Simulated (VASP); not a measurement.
Runs of VASP 6.6.1 on Os. The structure is that of space group P6_3/mmc (No. 194), or close to it. The cells are those of the table. 

| cell | gap on the mesh (eV) | pressure (GPa) |
| --- | --- | --- |
| a = 2.871, b = 2.871, c = 4.212 Å, angles 90.0, 90.0, 120.0°, 2 atoms | none | (a) |
| a = 2.802, b = 2.802, c = 4.212 Å, angles 90.0, 90.0, 120.0°, 2 atoms | none | -10.1 |
| a = 2.734, b = 2.734, c = 4.536 Å, angles 90.0, 90.0, 120.0°, 2 atoms | none | -20.7 |
| a = 2.802, b = 2.802, c = 4.104 Å, angles 90.0, 90.0, 120.0°, 2 atoms | none | (c) |
| a = 2.871, b = 2.871, c = 4.320 Å, angles 90.0, 90.0, 120.0°, 2 atoms | none | (b) |
| a = 2.802, b = 2.802, c = 4.428 Å, angles 90.0, 90.0, 120.0°, 2 atoms | none | -29.0 |
| a = 2.802, b = 2.802, c = 4.320 Å, angles 90.0, 90.0, 120.0°, 2 atoms | none | -20.6 |
| a = 2.734, b = 2.734, c = 4.428 Å, angles 90.0, 90.0, 120.0°, 2 atoms | none | -12.5 |
| a = 2.871, b = 2.871, c = 4.104 Å, angles 90.0, 90.0, 120.0°, 2 atoms | none | -14.3 |
| a = 2.802, b = 2.802, c = 4.536 Å, angles 90.0, 90.0, 120.0°, 2 atoms | none | -35.6 |

Alike in all rows: task single point; level PBEsol; potentials or basis VASP PAW PBE potentials, release 64 (Os); no spin polarisation; k mesh 18 × 18 × 12; cutoff (eV) 520; smearing gaussian 0.15 eV.

Q: Estimate the missing entries.

A: (a) -25.1; (b) -33.8; (c) 2.8.

Caveats: the PAW data sets were made with another functional, which shifts forces and pressure a little; spin-orbit coupling is left out, which moves the levels of the heavy elements; the stress differs along the axes, from -35 to -5 GPa (at least some runs); the stress differs along the axes, from -18 to 7 GPa (at least some runs); the stress differs along the axes, from -38 to -12 GPa (at least some runs); the stress differs along the axes, from -11 to 31 GPa (at least some runs); the stress differs along the axes, from -39 to -23 GPa (at least some runs).

A k mesh can miss the band edges, and the runs leave out spin-orbit coupling on Os.

A gap of «none» marks levels without a gap at the run's occupations.
